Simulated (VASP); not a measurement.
# GaN (P6_3mc) in VASP: dielectric tensor with LDA

Aim: the dielectric tensor of GaN with LDA.

Everything below comes from runs of VASP 6.6.1. Logs are shortened: lines on timing, memory, paths and dates and some standing lists are left out, and cuts for length are marked.

## (1) The cell of the first run

The structure is hexagonal, space group P6_3mc (No. 186). Conventional cell: a = 3.180 Å, b = 3.180 Å, c = 5.166 Å, α = 90.00°, β = 90.00°, γ = 120.00°. Ga (site symmetry 3m) has 4 N at 1.94 to 1.95 Å within 2.6 Å. N (site symmetry 3m) has 4 Ga at 1.94 to 1.95 Å within 2.6 Å.

## (2) Dielectric tensor, LDA

INCAR

```
ALGO = Normal ; EDIFF = 1E-8
ENCUT = 520 ; GGA_COMPAT = False
ISIF = 2 ; ISMEAR = 0
LASPH = True ; LCHARG = False
LEPSILON = True ; LREAL = False
LWAVE = False ; NELM = 120
PREC = Accurate ; SIGMA = 0.01
```

KPOINTS

```
k-points
0
Gamma
  6 6 4
```

POSCAR

```
GaN
1.0
    3.1800000000      0.0000000000      0.0000000000
   -1.5900000000      2.7539607800      0.0000000000
    0.0000000000      0.0000000000      5.1660000000
Ga N
2 2
Direct
    0.3333333300      0.6666666700      0.0000000000
    0.6666666700      0.3333333300      0.5000000000
    0.3333333300      0.6666666700      0.3750000000
    0.6666666700      0.3333333300      0.8750000000
```

Potentials or basis: VASP PAW LDA potentials, release 64 (Ga_d, N).

On the command line:

```sh
cat potpaw_LDA.64/Ga_d/POTCAR potpaw_LDA.64/N/POTCAR > POTCAR
mpirun -np 1 vasp_std > vasp.out
```

OUTCAR:

```text
EDIFF = 1E-8
   ENCUT = 520
   ISIF = 2
   ISMEAR = 0
   LASPH = True
   LEPSILON = True
   LREAL = False
   NELM = 120
   PREC = Accurate

 ion  position               nearest neighbor table
   1  0.333  0.667  0.000-   3 1.94   4 1.95   4 1.95   4 1.95
   2  0.667  0.333  0.500-   4 1.94   3 1.95   3 1.95   3 1.95
   3  0.333  0.667  0.375-   1 1.94   2 1.95   2 1.95   2 1.95
   4  0.667  0.333  0.875-   2 1.94   1 1.95   1 1.95   1 1.95

  LATTYP: Found a hexagonal cell.
 ALAT       =     3.1800000000
 C/A-ratio  =     1.6245283019

  Lattice vectors:

 A1 = (   3.1800000000,   0.0000000000,   0.0000000000)
 A2 = (  -1.5900000000,   2.7539607800,   0.0000000000)
 A3 = (   0.0000000000,   0.0000000000,   5.1660000000)

Analysis of symmetry for initial positions (statically):
=====================================================================
 Subroutine PRICEL returns:
 Original cell was already a primitive cell.

 Routine SETGRP: Setting up the symmetry group for a
 hexagonal supercell.

 Subroutine GETGRP returns: Found 12 space group operations
 (whereof  6 operations were pure point group operations)
 out of a pool of 24 trial point group operations.

The static configuration has the point symmetry C_3v.
 The point group associated with its full space group is C_6v.

Analysis of symmetry for dynamics (positions and initial velocities):
=====================================================================
 Subroutine PRICEL returns:
 Original cell was already a primitive cell.

 Routine SETGRP: Setting up the symmetry group for a
 hexagonal supercell.

 Subroutine GETGRP returns: Found 12 space group operations
 (whereof  6 operations were pure point group operations)
 out of a pool of 24 trial point group operations.

The dynamic configuration has the point symmetry C_3v.
 The point group associated with its full space group is C_6v.

 Subroutine INISYM returns: Found 12 space group operations
 (whereof  6 operations are pure point group operations),
 and found     1 'primitive' translations

----------------------------------------------------------------------------------------

                                     Primitive cell

  volume of cell :      45.2417

  direct lattice vectors                    reciprocal lattice vectors
     3.180000000  0.000000000  0.000000000     0.314465409  0.181556689  0.000000000
    -1.590000000  2.753960780  0.000000000     0.000000000  0.363113377  0.000000000
     0.000000000  0.000000000  5.166000000     0.000000000  0.000000000  0.193573364

  length of vectors
     3.180000000  3.179999997  5.166000000     0.363113377  0.363113377  0.193573364

  position of ions in fractional coordinates (direct lattice)
     0.333333330  0.666666670  0.000000000
     0.666666670  0.333333330  0.500000000
     0.333333330  0.666666670  0.375000000
     0.666666670  0.333333330  0.875000000

  ion indices of the primitive-cell ions
   primitive index   ion index
                 1           1
                 2           2
                 3           3
                 4           4

----------------------------------------------------------------------------------------

 KPOINTS: k-points

Automatic generation of k-mesh.
 Grid dimensions read from file:
 generate k-points for:    6    6    4

 Generating k-lattice:

[... 79 lines left out ...]
  Fermi-wavevector in a.u.,A,eV,Ry     =   1.517036  2.866782 31.312427  2.301398
  Thomas-Fermi vector in A             =   2.626345
   LORBIT       =      0    0 simple, 1 ext, 2 COOP (PROOUT), +10 PAW based schemes
   GGA     = CA    functional components
   LHFCALC =     F    Hartree Fock is set to
   AEXX    =    0.0000 exact exchange contribution
   IVDW    =     0    specifies the selected vdW correction
   LEPSILON=     T    determine dielectric tensor
   LRPA    =     F    only Hartree local field effects (RPA)
 non-spin polarized calculation
 Gauss-broadening in eV      SIGMA  =   0.01
  energy-cutoff  :      520.00
  volume of cell :       45.24
 maximum number of plane-waves:      1236
 NGX is ok and might be reduce to    24
   NGX = 11   NGY = 11   NGZ = 19

--------------------------------------- Ionic step        1  -------------------------------------------

 number of electron      35.9999999 magnetization

 E-fermi :   5.2346     XC(G=0): -12.1736

 val. band max:        5.1856662062   @ k =   0.0000   0.0000   0.0000
 cond. band min:       7.1730914168   @ k =   0.0000   0.0000   0.0000
 fundamental gap:      1.9874252106
 Fermi energy:         5.2345519064

 k-point     1 :       0.0000    0.0000    0.0000
  band No.  band energies     occupation
      1     -10.7560      2.00000
      2      -9.8505      2.00000
      3      -8.3867      2.00000
      4      -8.3644      2.00000
      5      -8.3644      2.00000
      6      -8.3006      2.00000
[... 514 lines left out ...]
     21      12.3675      0.00000
     22      12.3675      0.00000

  FORCE on cell =-STRESS in cart. coord.  units (eV):
  Direction    XX          YY          ZZ          XY          YZ          ZX
  --------------------------------------------------------------------------------------
  -------------------------------------------------------------------------------------
  Total       -1.1760250     -1.1760249     -0.5800068      0.0000000      0.0000000      0.0000000
  in kB      -41.6473954    -41.6473952    -20.5401854      0.0000000      0.0000000      0.0000000
  external PRESSURE =     -34.6116587 kB  Pullay stress =       0.0000000 kB

 VOLUME and BASIS-vectors are now :
 -----------------------------------------------------------------------------
  energy-cutoff  :      520.00
  volume of cell :       45.24
      direct lattice vectors                 reciprocal lattice vectors
     3.180000000  0.000000000  0.000000000     0.314465409  0.181556689  0.000000000
    -1.590000000  2.753960780  0.000000000     0.000000000  0.363113377  0.000000000
     0.000000000  0.000000000  5.166000000     0.000000000  0.000000000  0.193573364

 POSITION                                       TOTAL-FORCE (eV/Angst)
 -----------------------------------------------------------------------------------
     -0.00000      1.83597      0.00000        -0.000000     -0.000000     -0.127858
      1.59000      0.91799      2.58300         0.000000      0.000000     -0.127858
     -0.00000      1.83597      1.93725         0.000000     -0.000000      0.127858
      1.59000      0.91799      4.52025        -0.000000      0.000000      0.127858
 -----------------------------------------------------------------------------------
    total drift:                               -0.000011      0.000005      0.000457

  FREE ENERGIE OF THE ION-ELECTRON SYSTEM (eV)
  ---------------------------------------------------
  free  energy   TOTEN  =       -27.8964297353 eV

  energy  without entropy=      -27.8964297353  energy(sigma->0) =      -27.89642974

 HEAD OF MICROSCOPIC STATIC DIELECTRIC TENSOR (INDEPENDENT PARTICLE, excluding Hartree and local field effects)
 ------------------------------------------------------
           6.389261     0.000000     0.000000
           0.000000     6.389261     0.000000
           0.000000     0.000000     6.289920
 ------------------------------------------------------

 Free energy of the ion-electron system (eV)
  ---------------------------------------------------
  ---------------------------------------------------
  free energy    TOTEN  =        -0.67741299 eV

  energy without entropy =       -0.67741299

------------------------ aborting loop because EDIFF is reached ----------------------------------------

--------------------------------------- Ionic step        2  -------------------------------------------

------------------------ aborting loop because EDIFF is reached ----------------------------------------

--------------------------------------- Ionic step        3  -------------------------------------------

 Free energy of the ion-electron system (eV)
  ---------------------------------------------------
  ---------------------------------------------------
  free energy    TOTEN  =        -0.66639039 eV

  energy without entropy =       -0.66639039

------------------------ aborting loop because EDIFF is reached ----------------------------------------

 PIEZOELECTRIC TENSOR FIELD DIRECTION 3  (e Angst)
 -----------------------------------------------------------------------------
     1.41546  0.00000  0.00000           (  0.12315  0.00000  0.00000)
     0.00000  1.41546  0.00000           (  0.00000  0.12315  0.00000)
     0.00000 -0.00000 -2.83490           (  0.00000  0.00000 -0.26304)

 PIEZOELECTRIC TENSOR FIELD DIRECTION 3  (C/m^2)
 -----------------------------------------------------------------------------
     0.50127  0.00000  0.00000
     0.00000  0.50127  0.00000
     0.00000 -0.00000 -1.00394

 MACROSCOPIC STATIC DIELECTRIC TENSOR (including local field effects in DFT)
 ------------------------------------------------------
           6.149088    -0.000000    -0.000000
           0.000000     6.149088    -0.000000
           0.000000    -0.000000     6.072712
 ------------------------------------------------------

 PIEZOELECTRIC TENSOR (including local field effects)  for field in x, y, z        (e  Angst)
          XX          YY          ZZ          XY          YZ          ZX
  --------------------------------------------------------------------------------
  x    -0.00000     0.00000    -0.00000     0.00000     0.00000     1.59584
  y     0.00000     0.00000     0.00000     0.00000     1.59584     0.00000
  z     1.41546     1.41546    -2.83490     0.00000     0.00000     0.00000

 PIEZOELECTRIC TENSOR (including local field effects)  for field in x, y, z        (C/m^2)
          XX          YY          ZZ          XY          YZ          ZX
  --------------------------------------------------------------------------------
  x    -0.00000     0.00000    -0.00000     0.00000     0.00000     0.56515
  y     0.00000     0.00000     0.00000     0.00000     0.56515     0.00000
  z     0.50127     0.50127    -1.00394     0.00000     0.00000     0.00000

 BORN EFFECTIVE CHARGES (including local field effects) (in |e|, cummulative output)
 ---------------------------------------------------------------------------------
 ion    1
    1     2.61886     0.00000     0.00000
    2     0.00000     2.61886     0.00000
    3    -0.00000     0.00000     2.72432
 ion    2
    1     2.61886    -0.00000    -0.00000
    2    -0.00000     2.61886     0.00000
    3    -0.00000     0.00000     2.72432
 ion    3
    1    -2.61886     0.00000     0.00000
    2     0.00000    -2.61886     0.00000
    3    -0.00000     0.00000    -2.72432
 ion    4
    1    -2.61886     0.00000     0.00000
    2    -0.00000    -2.61886     0.00000
    3     0.00000     0.00000    -2.72432
```

Wall time 8.1 min (1 thread of Intel Xeon 8259CL, shared host); peak memory 0.24 GiB.

Results:

```
Band gap on the k mesh                  : 1.99 eV, direct
Electronic dielectric tensor (diagonal) : 6.15, 6.15, 6.07
Born charges (mean of the diagonal)     : Ga +2.65; N -2.65 e
```

Levels at points of the mesh, in eV from the valence-band top:
```
           k point  band 14  band 15  band 16  band 17  band 18  band 19  band 20  band 21  band 22
(0.00, 0.00, 0.00)    -1.08    -1.08    -0.06     0.00     0.00     1.99     4.20     9.10     9.73
(0.50, 0.00, 0.00)    -5.35    -4.33    -2.81    -2.31    -1.00     4.91     5.53     5.93     8.53
(0.00, 0.00, 0.50)    -3.88    -0.55    -0.55    -0.55    -0.55     4.24     4.24     8.37     8.37
(0.50, 0.00, 0.50)    -6.73    -1.98    -1.98    -1.95    -1.95     4.31     4.31     7.68     7.68
```

Electronic dielectric tensor:
```
6.15 0.00 0.00
0.00 6.15 0.00
0.00 0.00 6.07
```

Born effective charge tensors (e):
atom 1, Ga
```
2.62 0.00 0.00
0.00 2.62 0.00
0.00 0.00 2.72
```
atom 2, Ga
```
2.62 0.00 0.00
0.00 2.62 0.00
0.00 0.00 2.72
```
atom 3, N
```
-2.62  0.00  0.00
 0.00 -2.62  0.00
 0.00  0.00 -2.72
```
atom 4, N
```
-2.62  0.00  0.00
 0.00 -2.62  0.00
 0.00  0.00 -2.72
```

As with any semilocal functional, this LDA gap is likely too small.
